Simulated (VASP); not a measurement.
Mg:

```
Mg
1.0
    -1.80000    1.80000    1.80000
     1.80000   -1.80000    1.80000
     1.80000    1.80000   -1.80000
Mg
1
Cartesian
  0.0000 0.0000 0.0000
```

This isn't the form of Mg at room conditions, which is hcp.

- Program: VASP 6.6.1
- Task: relaxation of cell and atoms
- Functional: r2SCAN
- Potentials or basis: VASP PAW PBE potentials, release 64 (Mg)
- Cutoff: 660 eV
- k mesh: 7 × 7 × 7
- Occupations: fermi-dirac, width 0.1 eV
- Spin: no spin polarisation

At the start: pressure -1.6 GPa; volume 23.33 Å³/atom.

Task: How do energy, volume and symmetry change on relaxing?

Result: Over 3 steps the energy falls by 5.4 meV/atom and the volume is 22.33 Å³/atom (-4.3 %); space group Im-3m (No. 229, to 0.1 Å) before and after.

The path:
```
step  energy change (eV)  largest force (eV/Å)  pressure (GPa)  volume (Å³)
   1              0.0000                0.0000           -1.63        23.33
   2             -0.0051                0.0000           -0.38        22.53
   3             -0.0054                0.0000           -0.02        22.33
```

Final structure:
```xyz
1
Lattice="-1.7739 1.7739 1.7739 1.7739 -1.7739 1.7739 1.7739 1.7739 -1.7739" Properties=species:S:1:pos:R:3 pbc="T T T"
Mg    0.0000    0.0000    0.0000
```

Caveat: the PAW data sets were made with another functional, which shifts forces and pressure a little.
